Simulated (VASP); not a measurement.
Runs of VASP 6.6.1 on AlN. The structure is that of space group P6_3mc (No. 186), or close to it. The cells are those of the table. 

```csv
cell,gap on the mesh (eV),pressure (GPa),largest force (eV/Å)
"a = 3.098, b = 3.098, c = 4.998 Å, angles 90.0, 90.0, 120.0°, 4 atoms",4.21,1.5,-
"a = 3.083, b = 3.083, c = 5.013 Å, angles 90.0, 90.0, 120.0°, 4 atoms",(a),3.1,-
"a = 3.176, b = 3.176, c = 4.923 Å, angles 90.0, 90.0, 120.0°, 4 atoms",3.79,-5.4,0.37
"a = 3.052, b = 3.052, c = 5.043 Å, angles 90.0, 90.0, 120.0°, 4 atoms",4.43,6.7,0.38
"a = 3.176, b = 3.176, c = 4.920 Å, angles 90.0, 90.0, 120.0°, 4 atoms",3.70,(b),-
```

Alike in all rows: task single point; level PBEsol; potentials or basis VASP PAW PBE potentials, release 64 (Al, N); no spin polarisation; k mesh 8 × 8 × 6; cutoff (eV) 520; smearing gaussian 0.01 eV.

Estimate the missing entries.

(a) 4.32; (b) -5.6.

Caveats: the PAW data sets were made with another functional, which shifts forces and pressure a little.

A k mesh can miss the band edges.
